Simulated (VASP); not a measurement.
**KZnF3: single point with r2SCAN**

KZnF3:

```
CELL_PARAMETERS angstrom
4.05000 0.00000 0.00000
0.00000 4.65750 0.00000
0.00000 0.00000 4.05000
ATOMIC_POSITIONS crystal
K 0.00000 0.00000 0.00000
Zn 0.50000 0.50000 0.50000
F 0.50000 0.50000 0.00000
F 0.00000 0.50000 0.50000
F 0.50000 0.00000 0.50000
```

This cell differs from its parent crystal: strain +0.1500 x Voigt [0, 1, 0, 0, 0, 0].

| Property | Result |
| --- | --- |
| Program | VASP 6.6.1 |
| Task | single point |
| Functional | r2SCAN |
| Potentials or basis | VASP PAW PBE potentials, release 64 (K_sv, Zn, F) |
| Cutoff | 520 eV |
| k mesh | 6 × 6 × 6 |
| Occupations | gaussian, width 0.05 eV |
| Spin | no spin polarisation |

```
Pressure               : -7.1 GPa
Band gap on the k mesh : 3.96 eV (least direct gap 5.19 eV)
```

Stress tensor (GPa, compression positive):
```
 -5.42   0.00   0.00
  0.00 -10.32   0.00
  0.00   0.00  -5.42
```

Levels at points of the mesh, in eV from the valence-band top:
```
           k point  band 19  band 20  band 21  band 22  band 23  band 24
(0.00, 0.00, 0.00)    -1.41    -1.22    -1.22     3.96     9.31     9.52
(0.50, 0.00, 0.00)    -1.59    -1.56    -1.35     6.68     8.73    10.60
(0.00, 0.50, 0.00)    -1.61    -1.21    -1.21     5.85     8.15     9.85
(0.50, 0.50, 0.00)    -1.34    -1.18    -0.45     7.73     9.61    10.32
(0.50, 0.00, 0.50)    -1.41    -1.32     0.00     8.31    10.58    10.58
(0.50, 0.50, 0.50)    -1.10    -0.56     0.00     8.68     9.09     9.09
```

It took 10 min on 1 thread of AMD EPYC 7R13, on a shared host, peak memory 0.2 GiB.

Caveat: the cell differs from its parent crystal (strain +0.1500 x Voigt [0, 1, 0, 0, 0, 0]); the cell stands under tension; the PAW data sets were made with another functional, which shifts forces and pressure a little. A k mesh can miss the band edges.
